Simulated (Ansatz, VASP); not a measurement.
**AlN: VASP beside Ansatz**

Contents of INCAR:

```
SYSTEM = AlN
ALGO     = Normal         ! electronic algorithm
EDIFF    = 1E-6           ! SCF threshold, eV
ENCUT    = 520            ! plane-wave cutoff, eV
GGA      = PE             ! functional
ISIF     = 2              ! what is computed and relaxed
ISMEAR   = -1             ! smearing method
LASPH    = .TRUE.         ! aspherical terms in the spheres
LCHARG   = .FALSE.        ! write CHGCAR
LREAL    = .FALSE.        ! projectors in reciprocal space
LWAVE    = .FALSE.        ! write WAVECAR
NBANDS   = 11             ! bands
NELM     = 80             ! most SCF steps
PREC     = Accurate       ! precision mode
SIGMA    = 0.02           ! smearing width, eV
```

The input KPOINTS:

```
k-points
0
G
  10 10 10
  0 0 0
```

The input POSCAR:

```
AlN
1.0
    0.0000000000      2.1914311150      2.1848764855
    2.1848764855      0.0000000000      2.1848764855
    2.1848764855      2.1914311150      0.0000000000
Al N
1 1
Direct
    0.0000000000      0.0000000000      0.0000000000
    0.7500000000      0.7500000000      0.7500000000
```

Input for Ansatz:

```yaml
crystal:
  lattice:
    - [0.0, 2.191431115, 2.1848764855]
    - [2.1848764855, 0.0, 2.1848764855]
    - [2.1848764855, 2.191431115, 0.0]
  atoms:
    - { symbol: Al, position: [0.0, 0.0, 0.0] }
    - { symbol: "N", position: [0.75, 0.75, 0.75] }
kpoints:
  mp_grid: { grid: [10, 10, 10] }
  band_path:
    path:
      - [0.0, 0.0, 0.0]
      - [-0.5, -0.5, 0.0]
      - [-0.375, -0.375, 0.25]
      - [-0.375, 0.0, 0.375]
      - [0.0, 0.0, 0.5]
      - [-0.5, -0.25, 0.25]
      - [0.0, 0.5, 0.5]
    npoints: 1
hamiltonian:
  xc: pbe
scf:
  occupations: { method: fermi_dirac, width: 0.02 }
  n_extra_bands: 4
output:
  forces: true
  stress: true
  eigenvalues: true
```

Change from the starting cell: uniaxial_y strain +0.3%.

Alike in both runs: task single point; functional PBE; k mesh 10 × 10 × 10; occupations fermi-dirac, width 0.02 eV; no spin polarisation.

```csv
,VASP,Ansatz
version,VASP 6.6.1,Ansatz 0.2.0
potentials or method,"VASP PAW PBE potentials, release 64 (Al, N)","plane waves, PAW"
plane-wave cutoff (eV),520,420
valence electrons in the cell,8,8
```

Ansatz gave:

| Item | Value |
| --- | --- |
| gap on the k mesh at the Fermi level (eV) | 3.31 |
| pressure (GPa) | 4.0 |
| traceless stress, the component that is largest in VASP (GPa) | -0.26 |

**Question.** Which values does VASP return?

**Answer.** gap on the k mesh at the Fermi level (eV): 3.31; pressure (GPa): 3.7; traceless stress, the component that is largest in VASP (GPa): -0.27.
